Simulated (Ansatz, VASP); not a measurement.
**Pt in VASP and in Ansatz**

POSCAR

```
Pt
1.0
   -1.5947118289      1.5947118289      1.5947118289
    1.5947118289     -1.5947118289      1.5947118289
    1.5947118289      1.5947118289     -1.5947118289
Pt
1
Direct
    0.0000000000      0.0000000000      0.0000000000
```

The input INCAR.step1:

```
SYSTEM = Pt
PREC = Accurate ; ENCUT = 520
EDIFF = 1E-5 ; ISMEAR = -1
SIGMA = 0.05 ; LREAL = .False.
LASPH = .True. ; NELM = 60
ALGO = Normal ; ISIF = 2
LWAVE = .True. ; NBANDS = 11
GGA = PE
```

The input INCAR.step2:

```
SYSTEM = Pt
PREC = Accurate ; ENCUT = 520
EDIFF = 1E-6 ; ISMEAR = -1
SIGMA = 0.05 ; LREAL = .False.
LASPH = .True. ; NELM = 60
ALGO = Normal ; ISIF = 2
LWAVE = .False. ; LCHARG = .True.
GGA = PE ; LHFCALC = .True.
AEXX = 0.25 ; PRECFOCK = Normal
LELF = .True. ; LVHAR = .True.
NBANDS = 11 ; ISTART = 1
```

File KPOINTS:

```
regular mesh
0
Gamma
  6 6 6
  0 0 0
```

File input.yaml:

```yaml
crystal:
  lattice:
    - [-1.5947118289, 1.5947118289, 1.5947118289]
    - [1.5947118289, -1.5947118289, 1.5947118289]
    - [1.5947118289, 1.5947118289, -1.5947118289]
  atoms:
    - { symbol: Pt, position: [0.0, 0.0, 0.0] }
hamiltonian:
  xc: pbe0
  pseudopotentials: { kind: paw }
kpoints:
  mp_grid: { grid: [6, 6, 6] }
scf:
  occupations: { method: fermi_dirac, width: 0.05 }
output:
  forces: true
  stress: true
  eigenvalues: true
```

Alike in both runs: task single point; functional PBE0; k mesh 6 × 6 × 6; occupations fermi-dirac, width 0.05 eV; no spin polarisation.

|  | VASP | Ansatz |
| --- | --- | --- |
| version | VASP 6.6.1 | Ansatz 0.2.0 |
| potentials or method | VASP PAW PBE potentials, release 64 (Pt) | Ansatz PAW |
| plane-wave cutoff (eV) | 520 | 420 |
| valence electrons in the cell | 10 | 18 |

```csv
,VASP,Ansatz,Ansatz less VASP
gap on the k mesh at the Fermi level (eV),none,none,-
pressure (GPa),-12.9,-12.9,-0.01
```

A gap of «none» marks a metal or a gap that the smearing closes. The functional is the same, so the differences come from potentials, cutoffs and numerics. VASP's potentials hold 10 valence electrons a cell and Ansatz's 18, so a difference there can come from the potentials and not from the codes.

The k mesh is coarse, so the values compare programs but aren't converged. Spin-orbit coupling is off throughout.
